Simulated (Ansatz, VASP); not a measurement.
**One calculation of Zr2O, two programs**

Contents of INCAR:

```
SYSTEM = Zr2O
PREC     = Accurate       ! precision mode
ENCUT    = 520            ! plane-wave cutoff, eV
EDIFF    = 1E-6           ! SCF threshold, eV
ISMEAR   = 0              ! smearing method
SIGMA    = 0.15           ! smearing width, eV
LREAL    = .False.        ! projectors in reciprocal space
LASPH    = .True.         ! aspherical terms in the spheres
NELM     = 80             ! most SCF steps
ALGO     = Normal         ! electronic algorithm
ISIF     = 2              ! what is computed and relaxed
LWAVE    = .False.        ! write WAVECAR
LCHARG   = .False.        ! write CHGCAR
GGA      = PS             ! functional
NBANDS   = 39             ! bands
```

KPOINTS

```
regular mesh
0
Gamma
  10 10 10
  0 0 0
```

Contents of POSCAR:

```
Zr2O
1.0
    4.8002881848      0.0000000000      0.0000000000
    0.0000000000      4.8002881848      0.0000000000
    0.0000000000      0.0000000000      4.8002881848
Zr O
4 2
Direct
    0.2868262672      0.2131737328      0.7500000000
    0.7131737328      0.2131737328      0.2500000000
    0.2868262672      0.7868262672      0.2500000000
    0.7131737328      0.7868262672      0.7500000000
    0.0000000000      0.0000000000      0.0000000000
    0.5000000000      0.5000000000      0.5000000000
```

Input for Ansatz:

```yaml
crystal:
  lattice:
    - [4.8002881848, 0.0, 0.0]
    - [0.0, 4.8002881848, 0.0]
    - [0.0, 0.0, 4.8002881848]
  atoms:
    - { symbol: Zr, position: [0.2868262672, 0.2131737328, 0.75] }
    - { symbol: Zr, position: [0.7131737328, 0.2131737328, 0.25] }
    - { symbol: Zr, position: [0.2868262672, 0.7868262672, 0.25] }
    - { symbol: Zr, position: [0.7131737328, 0.7868262672, 0.75] }
    - { symbol: O, position: [0.0, 0.0, 0.0] }
    - { symbol: O, position: [0.5, 0.5, 0.5] }
basis:
  ecutwfc: 420
kpoints:
  mp_grid: { grid: [10, 10, 10] }
hamiltonian:
  xc: pbesol
scf:
  occupations: { method: gaussian, width: 0.15 }
output:
  forces: true
  stress: true
  eigenvalues: true
```

Change from the starting cell: mode 1 (-33.3 1/cm) frozen in, largest displacement +0.250 Å.

Alike in both runs: task single point; functional PBEsol; k mesh 10 × 10 × 10; occupations gaussian, width 0.15 eV; no spin polarisation.

|  | VASP | Ansatz |
| --- | --- | --- |
| version | VASP 6.6.1 | Ansatz 0.2.0 |
| potentials or method | VASP PAW PBE potentials, release 64 (Zr_sv, O), cutoff 520 eV | scalar-relativistic, plane waves, PAW |
| valence electrons in the cell | 60 | 60 |

|  | VASP | Ansatz | Ansatz less VASP |
| --- | --- | --- | --- |
| gap on the k mesh at the Fermi level (eV) | none | none | - |
| pressure (GPa) | 3.1 | 2.9 | -0.24 |
| traceless stress, the component that is largest in VASP (GPa) | 0.22 | 0.22 | +0.007 |
| rms of the force components (eV/Å) | 0.437 | 0.435 | -0.0021 |

VASP's potentials were made for PBE, not for PBEsol. Atom by atom the forces differ by 0.002 eV/Å (rms over components). A gap of «none» marks a metal or a gap that the smearing closes.
